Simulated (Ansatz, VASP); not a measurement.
**SiSn5 in VASP and in Ansatz**

The input INCAR:

```
SYSTEM = SiSn5
PREC     = Accurate       ! precision mode
ENCUT    = 600            ! plane-wave cutoff, eV
EDIFF    = 1E-7           ! SCF threshold, eV
ISMEAR   = 0              ! smearing method
SIGMA    = 0.1            ! smearing width, eV
LREAL    = .FALSE.        ! projectors in reciprocal space
LASPH    = .TRUE.         ! aspherical terms in the spheres
NELM     = 80             ! most SCF steps
ALGO     = Fast           ! electronic algorithm
ISIF     = 3              ! what is computed and relaxed
LWAVE    = .FALSE.        ! write WAVECAR
LCHARG   = .FALSE.        ! write CHGCAR
GGA      = PE             ! functional
IBRION   = 2              ! ionic algorithm
NSW      = 100            ! ionic steps
EDIFFG   = -0.01          ! ionic threshold
```

File KPOINTS:

```
Automatic mesh
0
G
  6 6 8
  0 0 0
```

The input POSCAR:

```
SiSn5
1.0
    6.1165181544      0.0000000000      0.0000000000
   -3.0582590772      5.2970601044      0.0000000000
    0.0000000000      0.0000000000      5.4598251412
Si Sn
1 5
Direct
    0.0000000000      0.0000000000      0.0000000000
    0.3333333333      0.6666666667      0.0000000000
    0.6666666667      0.3333333333      0.0000000000
    0.5000000000      0.0000000000      0.5000000000
    0.5000000000      0.5000000000      0.5000000000
    0.0000000000      0.5000000000      0.5000000000
```

Input for Ansatz:

```yaml
crystal:
  lattice:
    - [6.1165181544, 0.0, 0.0]
    - [-3.0582590772, 5.2970601044, 0.0]
    - [0.0, 0.0, 5.4598251412]
  atoms:
    - { symbol: Si, position: [0.0, 0.0, 0.0] }
    - { symbol: Sn, position: [0.3333333333, 0.6666666667, 0.0] }
    - { symbol: Sn, position: [0.6666666667, 0.3333333333, 0.0] }
    - { symbol: Sn, position: [0.5, 0.0, 0.5] }
    - { symbol: Sn, position: [0.5, 0.5, 0.5] }
    - { symbol: Sn, position: [0.0, 0.5, 0.5] }
basis:
  ecutwfc: 420
kpoints:
  mp_grid: { grid: [6, 6, 8] }
hamiltonian:
  xc: pbe
scf:
  occupations: { method: gaussian, width: 0.1 }
output:
  forces: true
  stress: true
  eigenvalues: true
  write_density: true
  write_potential: true
  elf: true
  volumetric_format: npy
relax:
  adjacent_minimum: "off"
  f_tol: 0.01
  max_steps: 80
  cell: { stress_tol: 0.05 }
```

Change from the starting cell: species swapped into the LaZn5 type (P6/mmm, No. 191).

Alike in both runs: task relaxation of cell and atoms; functional PBE; k mesh 6 × 6 × 8; occupations gaussian, width 0.1 eV; no spin polarisation.

```csv
,VASP,Ansatz
version,VASP 6.6.1,Ansatz 0.2.0
potentials or method,"VASP PAW PBE potentials, release 64 (Si, Sn_d), cutoff 600 eV","scalar-relativistic, plane waves, PAW"
valence electrons in the cell,74,74
```

|  | VASP | Ansatz | Ansatz less VASP |
| --- | --- | --- | --- |
| gap on the k mesh at the Fermi level, each at its own relaxed structure (eV) | none | none | - |
| relaxed volume (Å³/atom) | 29.51 | 29.51 | +0.004 |
| relaxed cell length with the largest relative difference (Å) | 5.754 | 5.753 | -0.0013 |

A gap of «none» marks a metal or a gap that the smearing closes.
